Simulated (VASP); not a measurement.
# Mg (Fm-3m) in VASP: further runs

The runs below take Mg through single point, with PBE.

Program: VASP 6.6.1. These are calculated values, not measurements. Logs are shortened: lines on timing, memory, paths and dates and some standing lists are left out, and cuts for length are marked.

## (1) The cell of the first run

The structure is cubic, space group Fm-3m (No. 225). The conventional cell has a = 4.525 Å, b = 4.525 Å, c = 4.525 Å, α = 90.00°, β = 90.00°, γ = 90.00°. Mg (site symmetry m-3m) has 12 Mg at 3.20 Å within 4.2 Å.

## (2) Single point, PBE

INCAR reads:

```
  PREC = Accurate
  ENCUT = 520
  EDIFF = 1E-7
  ISMEAR = -1
  SIGMA = 0.1
  LREAL = False
  LASPH = True
  NELM = 80
  ALGO = Normal
  ISIF = 2
  LWAVE = False
  LCHARG = False
  GGA = PE
  NBANDS = 7
```

KPOINTS reads:

```
regular mesh
0
Gamma
  20 20 20
```

POSCAR reads:

```
Mg
1.0
    0.0000000000      2.2623124468      2.2623124468
    2.2623124468      0.0000000000      2.2623124468
    2.2623124468      2.2623124468      0.0000000000
Mg
1
Direct
    0.0000000000      0.0000000000      0.0000000000
```

Potentials or basis: VASP PAW PBE potentials, release 64 (Mg).

Command:

```
> cat potpaw_PBE.64/Mg/POTCAR > POTCAR
> mpirun -np 1 vasp_std > vasp.out
```

OUTCAR:

```text
PREC = Accurate
   ENCUT = 520
   EDIFF = 1E-7
   ISMEAR = -1
   LREAL = False
   LASPH = True
   NELM = 80
   ISIF = 2
   GGA = PE

 ion  position               nearest neighbor table
   1  0.000  0.000  0.000-

  LATTYP: Found a face centered cubic cell.
 ALAT       =     4.5246248936

  Lattice vectors:

 A1 = (   0.0000000000,   2.2623124468,   2.2623124468)
 A2 = (   2.2623124468,   0.0000000000,   2.2623124468)
 A3 = (   2.2623124468,   2.2623124468,   0.0000000000)

Analysis of symmetry for initial positions (statically):
=====================================================================
 Subroutine PRICEL returns:
 Original cell was already a primitive cell.

 Routine SETGRP: Setting up the symmetry group for a
 face centered cubic supercell.

 Subroutine GETGRP returns: Found 48 space group operations
 (whereof 48 operations were pure point group operations)
 out of a pool of 48 trial point group operations.

The static configuration has the point symmetry O_h .

Analysis of symmetry for dynamics (positions and initial velocities):
=====================================================================
 Subroutine PRICEL returns:
 Original cell was already a primitive cell.

 Routine SETGRP: Setting up the symmetry group for a
 face centered cubic supercell.

 Subroutine GETGRP returns: Found 48 space group operations
 (whereof 48 operations were pure point group operations)
 out of a pool of 48 trial point group operations.

The dynamic configuration has the point symmetry O_h .

 Subroutine INISYM returns: Found 48 space group operations
 (whereof 48 operations are pure point group operations),
 and found     1 'primitive' translations

----------------------------------------------------------------------------------------

                                     Primitive cell

  volume of cell :      23.1573

  direct lattice vectors                    reciprocal lattice vectors
     0.000000000  2.262312447  2.262312447    -0.221012796  0.221012796  0.221012796
     2.262312447  0.000000000  2.262312447     0.221012796 -0.221012796  0.221012796
     2.262312447  2.262312447  0.000000000     0.221012796  0.221012796 -0.221012796

  length of vectors
     3.199392945  3.199392945  3.199392945     0.382805392  0.382805392  0.382805392

[... 75 lines left out ...]
   LASPH  =      T    aspherical Exc in radial PAW
   ENCUT  =  520.0 eV  38.22 Ry    6.18 a.u.   5.95  5.95  5.95*2*pi/ulx,y,z
   NELM   =     80;   NELMIN=  2; NELMDL= -5     # of ELM steps
   EDIFF  = 0.1E-06   stopping-criterion for ELM
   LREAL  =      F    real-space projection
   EDIFFG = 0.1E-05   stopping-criterion for IOM
   NSW    =      0    number of steps for IOM
   IBRION =     -1    ionic relax: 0-MD 1-quasi-New 2-CG
   NFREE  =      0    steps in history (QN), initial steepest desc. (CG)
   ISIF   =      2    stress and relaxation
   ISYM   =      2    0-nonsym 1-usesym 2-fastsym
   POTIM  = 0.5000    time-step for ionic-motion
   TEBEG  =    0.0;   TEEND  =   0.0 temperature during run
   PSTRESS=    0.0 pullay stress
   NELECT =       2.0000    total number of electrons
   NUPDOWN=      -1.0000    fix difference up-down
   EMIN   =  10.00;   EMAX   =-10.00  energy-range for DOS
   EFERMI =   0.00;   METHOD = LEGACY
   ISMEAR =    -1;   SIGMA  =   0.10  broadening in eV -4-tet -1-fermi 0-gaus
   EFERMI_NEDOS =   21; number of points for ismear=-14 and -15
   IALGO  =     38    algorithm
   IMIX   =      4    mixing-type and parameters
     AMIX     =   0.40;   BMIX     =  1.00
     AMIX_MAG =   1.60;   BMIX_MAG =  1.00
  volume/ion in A,a.u.               =      23.16       156.27
  Fermi-wavevector in a.u.,A,eV,Ry     =   0.723639  1.367480  7.124746  0.523654
  Thomas-Fermi vector in A             =   1.813907
   LORBIT       =      0    0 simple, 1 ext, 2 COOP (PROOUT), +10 PAW based schemes
   GGA     = PE    functional components
   LHFCALC =     F    Hartree Fock is set to
   AEXX    =    0.0000 exact exchange contribution
   IVDW    =     0    specifies the selected vdW correction
   LEPSILON=     F    determine dielectric tensor
   LRPA    =     F    only Hartree local field effects (RPA)
 non-spin polarized calculation
  energy-cutoff  :      520.00
  volume of cell :       23.16
 maximum number of plane-waves:       638
   NGX = 11   NGY = 11   NGZ = 11

 number of electron       2.0000000 magnetization

 Free energy of the ion-electron system (eV)
  ---------------------------------------------------
  ext. energy  EPLUGINS =         0.00000000
  ---------------------------------------------------
  free energy    TOTEN  =        -1.50111877 eV

  energy without entropy =       -1.48586200  energy(sigma->0) =       -1.49349038

 E-fermi :   2.5651     XC(G=0):  -8.4646

 val. band max:        2.5467921096   @ k =  -0.3500   0.3000   0.1500
 cond. band min:       2.5702830698   @ k =  -0.4000   0.2000   0.0000
 fundamental gap:      0.0234909603
 Fermi energy:         2.5651367473

 k-point     1 :       0.0000    0.0000    0.0000
  band No.  band energies     occupation
      1      -4.3067      2.00000
      2      14.8824      0.00000
      3      14.8824      0.00000
      4      14.8824      0.00000
      5      16.7682      0.00000
      6      16.7682      0.00000
      7      16.7682      0.00000
[... 221 lines left out ...]
 k-point    24 :      -0.3500    0.0500    0.0000
  band No.  band energies     occupation
      1      -1.3299      2.00000
      2       4.2809      0.00000
      3      12.3549      0.00000
      4      14.2189      0.00000
      5      14.8880      0.00000
      6      15.6035      0.00000
      7      16.5192      0.00000

 [... further k-points ...]

------------------------ aborting loop because EDIFF is reached ----------------------------------------

  FORCE on cell =-STRESS in cart. coord.  units (eV):
  Direction    XX          YY          ZZ          XY          YZ          ZX
  --------------------------------------------------------------------------------------
  -------------------------------------------------------------------------------------
  Total       -0.0173165     -0.0173165     -0.0173165      0.0000000     -0.0000000     -0.0000000
  in kB       -1.1980691     -1.1980691     -1.1980691      0.0000000     -0.0000000     -0.0000000
  external PRESSURE =      -1.1980691 kB  Pullay stress =       0.0000000 kB

 VOLUME and BASIS-vectors are now :
 -----------------------------------------------------------------------------
  energy-cutoff  :      520.00
  volume of cell :       23.16
      direct lattice vectors                 reciprocal lattice vectors
     0.000000000  2.262312447  2.262312447    -0.221012796  0.221012796  0.221012796
     2.262312447  0.000000000  2.262312447     0.221012796 -0.221012796  0.221012796
     2.262312447  2.262312447  0.000000000     0.221012796  0.221012796 -0.221012796

 POSITION                                       TOTAL-FORCE (eV/Angst)
 -----------------------------------------------------------------------------------
      0.00000      0.00000      0.00000        -0.000000      0.000000      0.000000
 -----------------------------------------------------------------------------------
    total drift:                                0.000000      0.000000     -0.000000

  FREE ENERGIE OF THE ION-ELECTRON SYSTEM (eV)
  ---------------------------------------------------
  free  energy   TOTEN  =        -1.5011187673 eV

  energy  without entropy=       -1.4858620009  energy(sigma->0) =       -1.49349038
```

Run time: 13 s. Hardware: 1 thread of Intel Xeon Platinum 8488C (Sapphire Rapids), shared host; peak memory 0.16 GiB.

Results:

- Free energy: -1.5011 eV
- Pressure: -0.1 GPa
- Band gap on the k mesh: zero (band 1 reaches 4.02 eV, above the bottom of band 2 at 1.29 eV)

## (3) Single point, PBE, non-collinear spin, zero start, spin-orbit coupling

INCAR reads:

```
  PREC = Accurate
  ENCUT = 520
  EDIFF = 1E-6
  ISMEAR = -1
  SIGMA = 0.1
  LREAL = F
  LASPH = T
  NELM = 150
  ALGO = Normal
  ISIF = 2
  LWAVE = F
  LCHARG = T
  MAGMOM = 0 0 0
  LORBIT = 11
  LSORBIT = T
  GGA_COMPAT = F
  LORBMOM = T
  GGA = PE
  LVHAR = T
  NBANDS = 13
```

KPOINTS reads:

```
regular mesh
0
Gamma
  12 12 12
```

POSCAR is that of step 2.

Potentials or basis: VASP PAW PBE potentials, release 64 (Mg).

Command:

```
> cat potpaw_PBE.64/Mg/POTCAR > POTCAR
> mpirun -np 1 vasp_ncl > vasp.out
```

It took 15 s on 1 thread of Intel Xeon Platinum 8488C (Sapphire Rapids), shared host; peak memory 0.2 GiB.

It converged, with:

```yaml
Free_energy: -1.4980 eV
Pressure: -0.2 GPa
Net_moment: 0.00 μB per cell
Valence_electrons_inside_the_program's_atomic_spheres: Mg 0.35
```

Moments on the atoms (μB; x, y, z):
```
Mg  0.00 0.00 0.00
```
